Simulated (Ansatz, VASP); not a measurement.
# C in VASP and in Ansatz

```xyz
4
Lattice="1.2295 -1.9800 0.0000 1.2295 1.9800 0.0000 0.0000 0.0000 7.3778" Properties=species:S:1:pos:R:3 pbc="T T T"
C     1.2295    1.6501    5.5322
C     1.2295   -0.3300    1.8456
C     1.2295   -1.6501    1.8456
C     1.2295    0.3300    5.5322
```

Change from the starting cell: normal strain along x +0.0000, normal strain along y -0.0700.

Alike in both runs: task single point; functional PBEsol; k mesh 18 × 18 × 6; occupations gaussian, width 0.15 eV; no spin polarisation.

```csv
,VASP,Ansatz
version,VASP 6.6.1,Ansatz 0.2.0
potentials or method,"VASP PAW PBE potentials, release 64 (C), cutoff 520 eV","scalar-relativistic, plane waves, PAW"
valence electrons in the cell,16,16
```

Ansatz gave:

- gap on the k mesh at the Fermi level (eV): 0.54
- least direct gap on the mesh (eV): 0.56
- pressure (GPa): 33.9
- traceless stress, the component that is largest in VASP (GPa): 53.84
- rms of the force components (eV/Å): 1.078

Task: What did VASP give for the same quantities?

Result: gap on the k mesh at the Fermi level (eV): 0.54; least direct gap on the mesh (eV): 0.56; pressure (GPa): 34.6; traceless stress, the component that is largest in VASP (GPa): 54.38; rms of the force components (eV/Å): 1.088.

VASP's potentials were made for PBE, not for PBEsol, and Ansatz warns of the same on its side. Atom by atom the forces differ by 0.010 eV/Å (rms over components). Both programs put the cell under a high pressure, so it lies far from rest at this level. The functional is the same, so the differences come from potentials, cutoffs and numerics.
